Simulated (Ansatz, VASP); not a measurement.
**Two plane-wave programs on MoSe**

The input INCAR:

```
SYSTEM = MoSe
PREC = Accurate
ENCUT = 520
EDIFF = 1E-7
ISMEAR = 0
SIGMA = 0.1
LREAL = .FALSE.
LASPH = .TRUE.
NELM = 150
ALGO = Normal
ISIF = 2
LWAVE = .FALSE.
LCHARG = .FALSE.
ISPIN = 2
MAGMOM = 2 0
LORBIT = 11
LMAXMIX = 4
LDAU = .TRUE.
LDAUTYPE = 2
LDAUL = 2 -1
LDAUU = 4.38 0
LDAUJ = 0 0
LDAUPRINT = 1
GGA = PE
NBANDS = 21
```

KPOINTS

```
regular mesh
0
G
  12 12 12
  0 0 0
```

File POSCAR:

```
MoSe
1.0
    3.7337665803      0.0000000000      0.0000000000
    0.0000000000      3.7337665803      0.0000000000
    0.0000000000      0.0000000000      3.7337665803
Mo Se
1 1
Direct
    0.0000000000      0.0000000000      0.0000000000
    0.5000000000      0.5000000000      0.5000000000
```

Input for Ansatz:

```yaml
crystal:
  lattice:
    - [3.7337665803, 0.0, 0.0]
    - [0.0, 3.7337665803, 0.0]
    - [0.0, 0.0, 3.7337665803]
  atoms:
    - { symbol: Mo, position: [0.0, 0.0, 0.0], spin: 2.0 }
    - { symbol: Se, position: [0.5, 0.5, 0.5] }
basis:
  ecutwfc: 420
kpoints:
  mp_grid: { grid: [12, 12, 12] }
hamiltonian:
  xc: pbe
  hubbard: { sites: [{ species: Mo, l: d, u_eff: 4.38 }] }
scf:
  occupations: { method: gaussian, width: 0.1 }
output:
  forces: true
  stress: true
  eigenvalues: true
  populations: true
magnetization:
  spin_polarized: true
```

Alike in both runs: task single point; functional PBE; k mesh 12 × 12 × 12; occupations gaussian, width 0.1 eV; collinear spin; Hubbard terms Mo d U = 4.38 eV.

```csv
,VASP,Ansatz
version,VASP 6.6.1,Ansatz 0.2.0
potentials or method,"VASP PAW PBE potentials, release 64 (Mo_sv, Se), cutoff 520 eV","scalar-relativistic, plane waves, PAW"
valence electrons in the cell,20,30
```

Ansatz gave:

```
gap on the k mesh at the Fermi level (eV)                     : none
pressure (GPa)                                                : -7.3
net moment per atom (μB)                                      : 2.00
size of the moment on the site where the two differ most (μB) : 0.57
```

Question: What did VASP give for the same quantities?

Answer: gap on the k mesh at the Fermi level (eV): none; pressure (GPa): -9.4; net moment per atom (μB): 2.00; size of the moment on the site where the two differ most (μB): 0.34.

Site moments also hang on the region over which each program counts them. The programs project onto different local orbitals, so the same U acts differently, and such runs can settle in different states. A gap of «none» marks a metal or a gap that the smearing closes. VASP's potentials hold 20 valence electrons a cell and Ansatz's 30, so a difference there can come from the potentials and not from the codes. Ansatz's warnings: filled band counts differ across k points.
